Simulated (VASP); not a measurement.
# Sn3Te (Pm-3n) in VASP: relaxation of cell and atoms with PBE

Aim: the relaxation of cell and atoms of Sn3Te with PBE.

All numbers are computed with VASP 6.6.1; they aren't measurements. Logs are shortened: lines on timing, memory, paths and dates and some standing lists are left out, and cuts for length are marked.

## 1. The cell of the first run

Symmetry: Pm-3n, No. 223, cubic system. The conventional cell has a = 6.087 Å, b = 6.087 Å, c = 6.087 Å, α = 90.00°, β = 90.00°, γ = 90.00°. Within 4.0 Å of Sn (site symmetry -4m2) lie 10 Sn at 3.04 to 3.73 Å and 4 Te at 3.40 Å. Within 4.5 Å of Te (site symmetry m-3) lie 12 Sn at 3.40 Å.

The cell was generated, and may not be a known phase.

## 2. Relaxation of cell and atoms, PBE

INCAR

```
SYSTEM = Sn3Te
ALGO     = Fast           ! electronic algorithm
EDIFF    = 1E-6           ! SCF threshold, eV
EDIFFG   = -0.01          ! ionic threshold
ENCUT    = 600            ! plane-wave cutoff, eV
GGA      = PE             ! functional
IBRION   = 2              ! ionic algorithm
ISIF     = 3              ! what is computed and relaxed
ISMEAR   = 0              ! smearing method
LASPH    = .True.         ! aspherical terms in the spheres
LCHARG   = .False.        ! write CHGCAR
LREAL    = .False.        ! projectors in reciprocal space
LWAVE    = .False.        ! write WAVECAR
NELM     = 60             ! most SCF steps
NSW      = 100            ! ionic steps
PREC     = Accurate       ! precision mode
SIGMA    = 0.1            ! smearing width, eV
```

KPOINTS

```
k-points
0
Gamma
  6 6 6
  0 0 0
```

POSCAR

```
Sn3Te
1.0
    6.0874217600      0.0000000000      0.0000000000
    0.0000000000      6.0874217600      0.0000000000
    0.0000000000      0.0000000000      6.0874217600
Sn Te
6 2
Direct
    0.2500000000      0.0000000000      0.5000000000
    0.7500000000      0.0000000000      0.5000000000
    0.0000000000      0.5000000000      0.2500000000
    0.0000000000      0.5000000000      0.7500000000
    0.5000000000      0.7500000000      0.0000000000
    0.5000000000      0.2500000000      0.0000000000
    0.0000000000      0.0000000000      0.0000000000
    0.5000000000      0.5000000000      0.5000000000
```

Potentials or basis: VASP PAW PBE potentials, release 64 (Sn_d, Te).

Started as:

```bash
$ cat potpaw_PBE.64/Sn_d/POTCAR potpaw_PBE.64/Te/POTCAR > POTCAR
$ mpirun -np 1 vasp_std > vasp.out
```

OUTCAR:

```text
SYSTEM = Sn3Te
   EDIFF = 1E-6
   EDIFFG = -0.01
   ENCUT = 600
   GGA = PE
   IBRION = 2
   ISIF = 3
   ISMEAR = 0
   LASPH = .True.
   LREAL = .False.
   NELM = 60
   NSW = 100
   PREC = Accurate

 ion  position               nearest neighbor table
   1  0.250  0.000  0.500-   2 3.04   2 3.04   8 3.40   7 3.40   8 3.40   7 3.40   3 3.73   4 3.73
                             4 3.73   3 3.73   6 3.73   5 3.73   6 3.73   5 3.73
   2  0.750  0.000  0.500-   1 3.04   1 3.04   8 3.40   7 3.40   8 3.40   7 3.40   3 3.73   4 3.73
                             4 3.73   3 3.73   6 3.73   5 3.73   6 3.73   5 3.73
   3  0.000  0.500  0.250-   4 3.04   4 3.04   8 3.40   7 3.40   7 3.40   8 3.40   1 3.73   5 3.73
                             1 3.73   2 3.73   6 3.73   5 3.73   6 3.73   2 3.73
   4  0.000  0.500  0.750-   3 3.04   3 3.04   8 3.40   7 3.40   7 3.40   8 3.40   1 3.73   5 3.73
                             1 3.73   2 3.73   6 3.73   5 3.73   6 3.73   2 3.73
   5  0.500  0.750  0.000-   6 3.04   6 3.04   8 3.40   8 3.40   7 3.40   7 3.40   3 3.73   3 3.73
                             4 3.73   4 3.73   1 3.73   1 3.73   2 3.73   2 3.73
   6  0.500  0.250  0.000-   5 3.04   5 3.04   8 3.40   8 3.40   7 3.40   7 3.40   3 3.73   3 3.73
                             4 3.73   4 3.73   1 3.73   1 3.73   2 3.73   2 3.73
   7  0.000  0.000  0.000-   1 3.40   2 3.40   3 3.40   4 3.40   5 3.40   6 3.40   1 3.40   2 3.40
                             3 3.40   4 3.40   5 3.40   6 3.40
   8  0.500  0.500  0.500-   1 3.40   2 3.40   3 3.40   4 3.40   5 3.40   6 3.40   5 3.40   6 3.40
                             1 3.40   2 3.40   3 3.40   4 3.40

  LATTYP: Found a simple cubic cell.
 ALAT       =     6.0874217600

  Lattice vectors:

 A1 = (   6.0874217600,   0.0000000000,   0.0000000000)
 A2 = (   0.0000000000,   6.0874217600,   0.0000000000)
 A3 = (   0.0000000000,   0.0000000000,   6.0874217600)

Analysis of symmetry for initial positions (statically):
=====================================================================
 Subroutine PRICEL returns:
 Original cell was already a primitive cell.

 Routine SETGRP: Setting up the symmetry group for a
 simple cubic supercell.

 Subroutine GETGRP returns: Found 48 space group operations
 (whereof 24 operations were pure point group operations)
 out of a pool of 48 trial point group operations.

The static configuration has the point symmetry T_h .
 The point group associated with its full space group is O_h .

Analysis of symmetry for dynamics (positions and initial velocities):
=====================================================================
 Subroutine PRICEL returns:
 Original cell was already a primitive cell.

 Routine SETGRP: Setting up the symmetry group for a
 simple cubic supercell.

 Subroutine GETGRP returns: Found 48 space group operations
 (whereof 24 operations were pure point group operations)
 out of a pool of 48 trial point group operations.

The dynamic configuration has the point symmetry T_h .
 The point group associated with its full space group is O_h .

 Subroutine INISYM returns: Found 48 space group operations
 (whereof 24 operations are pure point group operations),
 and found     1 'primitive' translations

----------------------------------------------------------------------------------------

                                     Primitive cell

  volume of cell :     225.5798

  direct lattice vectors                    reciprocal lattice vectors
     6.087421760  0.000000000  0.000000000     0.164273159  0.000000000  0.000000000
     0.000000000  6.087421760  0.000000000     0.000000000  0.164273159  0.000000000
     0.000000000  0.000000000  6.087421760     0.000000000  0.000000000  0.164273159

  length of vectors
     6.087421760  6.087421760  6.087421760     0.164273159  0.164273159  0.164273159

  position of ions in fractional coordinates (direct lattice)
     0.250000000  0.000000000  0.500000000
     0.750000000  0.000000000  0.500000000
     0.000000000  0.500000000  0.250000000
     0.000000000  0.500000000  0.750000000
     0.500000000  0.750000000  0.000000000
     0.500000000  0.250000000  0.000000000
     0.000000000  0.000000000  0.000000000
     0.500000000  0.500000000  0.500000000

  ion indices of the primitive-cell ions
   primitive index   ion index
                 1           1
                 2           2
                 3           3
                 4           4
                 5           5
                 6           6
                 7           7
                 8           8

----------------------------------------------------------------------------------------

 KPOINTS: k-points

Automatic generation of k-mesh.
 Grid dimensions read from file:
 generate k-points for:    6    6    6

 Generating k-lattice:

  Cartesian coordinates                     Fractional coordinates (reciprocal lattice)
     0.027378860  0.000000000  0.000000000     0.166666667  0.000000000  0.000000000
     0.000000000  0.027378860  0.000000000     0.000000000  0.166666667  0.000000000
     0.000000000  0.000000000  0.027378860     0.000000000  0.000000000  0.166666667

  Length of vectors
     0.027378860  0.027378860  0.027378860

  Shift w.r.t. Gamma in fractional coordinates (k-lattice)
     0.000000000  0.000000000  0.000000000

 Subroutine IBZKPT returns following result:
 ===========================================

 Found     20 irreducible k-points:

 Following reciprocal coordinates:
            Coordinates               Weight
  0.000000  0.000000  0.000000      1.000000
  0.166667  0.000000  0.000000      6.000000
  0.333333  0.000000  0.000000      6.000000
  0.500000  0.000000  0.000000      3.000000
  0.166667  0.166667  0.000000     12.000000
  0.333333  0.166667  0.000000     24.000000
[... 12 lines left out ...]
  0.500000  0.500000  0.333333      6.000000
  0.500000  0.500000  0.500000      1.000000
   k-points           NKPTS =     20   k-points in BZ     NKDIM =     20   number of bands    NBANDS=     57
   number of dos      NEDOS =    301   number of ions     NIONS =      8
   total plane-waves  NPLWV = 125000
   dimension x,y,z NGX =    50 NGY =   50 NGZ =   50
   dimension x,y,z NGXF=   100 NGYF=  100 NGZF=  100
   ions per type =               6   2
   NGX,Y,Z   is equivalent  to a cutoff of  13.65, 13.65, 13.65 a.u.
   NGXF,Y,Z  is equivalent  to a cutoff of  27.31, 27.31, 27.31 a.u.
 SYSTEM =  Sn3Te
   PREC   = accura    normal or accurate (medium, high low for compatibility)
   ISTART =      0    job   : 0-new  1-cont  2-samecut
   ICHARG =      2    charge: 1-file 2-atom 10-const
   ISPIN  =      1    spin polarized calculation?
   LNONCOLLINEAR =      F non collinear calculations
   LSORBIT =      F    spin-orbit coupling
   LASPH  =      T    aspherical Exc in radial PAW
   ENCUT  =  600.0 eV  44.10 Ry    6.64 a.u.  12.16 12.16 12.16*2*pi/ulx,y,z
   NELM   =     60;   NELMIN=  2; NELMDL= -5     # of ELM steps
   EDIFF  = 0.1E-05   stopping-criterion for ELM
   LREAL  =      F    real-space projection
   EDIFFG = -.1E-01   stopping-criterion for IOM
   NSW    =    100    number of steps for IOM
   IBRION =      2    ionic relax: 0-MD 1-quasi-New 2-CG
   NFREE  =      1    steps in history (QN), initial steepest desc. (CG)
   ISIF   =      3    stress and relaxation
   ISYM   =      2    0-nonsym 1-usesym 2-fastsym
   POTIM  = 0.5000    time-step for ionic-motion
   TEBEG  =    0.0;   TEEND  =   0.0 temperature during run
   PSTRESS=    0.0 pullay stress
   NELECT =      96.0000    total number of electrons
   NUPDOWN=      -1.0000    fix difference up-down
   EMIN   =  10.00;   EMAX   =-10.00  energy-range for DOS
   EFERMI =   0.00;   METHOD = LEGACY
   ISMEAR =     0;   SIGMA  =   0.10  broadening in eV -4-tet -1-fermi 0-gaus
   EFERMI_NEDOS =   21; number of points for ismear=-14 and -15
   IALGO  =     68    algorithm
   IMIX   =      4    mixing-type and parameters
     AMIX     =   0.40;   BMIX     =  1.00
     AMIX_MAG =   1.60;   BMIX_MAG =  1.00
  volume/ion in A,a.u.               =      28.20       190.29
  Fermi-wavevector in a.u.,A,eV,Ry     =   1.231398  2.327005 20.631079  1.516342
  Thomas-Fermi vector in A             =   2.366209
   LORBIT       =      0    0 simple, 1 ext, 2 COOP (PROOUT), +10 PAW based schemes
   GGA     = PE    functional components
   LHFCALC =     F    Hartree Fock is set to
   AEXX    =    0.0000 exact exchange contribution
   IVDW    =     0    specifies the selected vdW correction
   LEPSILON=     F    determine dielectric tensor
   LRPA    =     F    only Hartree local field effects (RPA)
 conjugate gradient relaxation of ions
 non-spin polarized calculation
 RMM-DIIS sequential band-by-band and
 Gauss-broadening in eV      SIGMA  =   0.10
  energy-cutoff  :      600.00
  volume of cell :      225.58
 maximum number of plane-waves:      7571
 NGX is ok and might be reduce to    50
   NGX = 25   NGY = 25   NGZ = 25

--------------------------------------- Ionic step        1  -------------------------------------------

 number of electron      95.9999982 magnetization

 Free energy of the ion-electron system (eV)
  ---------------------------------------------------
  ext. energy  EPLUGINS =         0.00000000
  ---------------------------------------------------
  free energy    TOTEN  =       -28.33129797 eV

  energy without entropy =      -28.31525977  energy(sigma->0) =      -28.32327887

 E-fermi :   7.9952     XC(G=0): -10.1581

 val. band max:        7.9517274245   @ k =   0.3333   0.1667   0.0000
 cond. band min:       8.0027069447   @ k =   0.5000   0.5000   0.3333
 fundamental gap:      0.0509795202
 Fermi energy:         7.9952059598

 k-point     1 :       0.0000    0.0000    0.0000
  band No.  band energies     occupation
      1     -13.9099      2.00000
      2     -13.9009      2.00000
      3     -13.9009      2.00000
      4     -13.7996      2.00000
      5     -13.7996      2.00000
      6     -13.7996      2.00000
[... 1270 lines left out ...]
  energy  without entropy=      -28.3666827399  energy(sigma->0) =      -28.37511532

--------------------------------------- Ionic step        3  -------------------------------------------

 number of electron      95.9999944 magnetization

 Free energy of the ion-electron system (eV)
  ---------------------------------------------------
  ext. energy  EPLUGINS =         0.00000000
  ---------------------------------------------------
  free energy    TOTEN  =       -28.38562350 eV

  energy without entropy =      -28.36909798  energy(sigma->0) =      -28.37736074

 E-fermi :   7.5119     XC(G=0):  -9.9727

 val. band max:        7.4591612318   @ k =   0.3333   0.1667   0.0000
 cond. band min:       7.5252662440   @ k =   0.5000   0.5000   0.3333
 fundamental gap:      0.0661050122
 Fermi energy:         7.5119491461

 k-point     1 :       0.0000    0.0000    0.0000
  band No.  band energies     occupation
      1     -14.3679      2.00000
      2     -14.3599      2.00000
      3     -14.3599      2.00000
      4     -14.2707      2.00000
      5     -14.2707      2.00000
      6     -14.2707      2.00000
[... 1224 lines left out ...]
  FREE ENERGIE OF THE ION-ELECTRON SYSTEM (eV)
  ---------------------------------------------------
  free  energy   TOTEN  =       -28.3856235035 eV

  energy  without entropy=      -28.3690979832  energy(sigma->0) =      -28.37736074

 reached required accuracy - stopping structural energy minimisation
```

Wall time 8.2 min (1 thread of Intel Xeon 6975P-C (Granite Rapids), shared host); peak memory 0.52 GiB.

Results:

```
Free energy                           : -28.3856 eV
Relaxed volume                        : 29.36 Å³/atom
Relaxed cell                          : a = 6.170 Å, b = 6.170 Å, c = 6.170 Å, α = 90.00°, β = 90.00°, γ = 90.00°
Space group after relaxing (to 0.1 Å) : Pm-3n (No. 223)
Energy gained by relaxing             : 6.8 meV/atom
Ionic steps                           : 3
Pressure after relaxing               : 0.0 GPa
Band gap on the k mesh                : zero (bands 48 and 49 overlap by 1.57 eV)
```

Step by step:
```tsv
step	energy change (eV)	largest force (eV/Å)	pressure (GPa)	volume (Å³)
1	0.0000	0.0000	1.92	225.58
2	-0.0522	0.0000	-0.35	236.81
3	-0.0543	0.0000	0.00	234.89
```

Final structure:
```
Sn Te
1.0
     6.17007    0.00000    0.00000
     0.00000    6.17007    0.00000
     0.00000    0.00000    6.17007
Sn Te
6 2
Cartesian
  1.5425 0.0000 3.0850
  4.6275 0.0000 3.0850
  0.0000 3.0850 1.5425
  0.0000 3.0850 4.6275
  3.0850 4.6275 0.0000
  3.0850 1.5425 0.0000
  0.0000 0.0000 0.0000
  3.0850 3.0850 3.0850
```

Caveat: spin-orbit coupling is left out, which moves the levels of the heavy elements.

The gap in the log of VASP goes by the Fermi energy; the results here count the filled bands.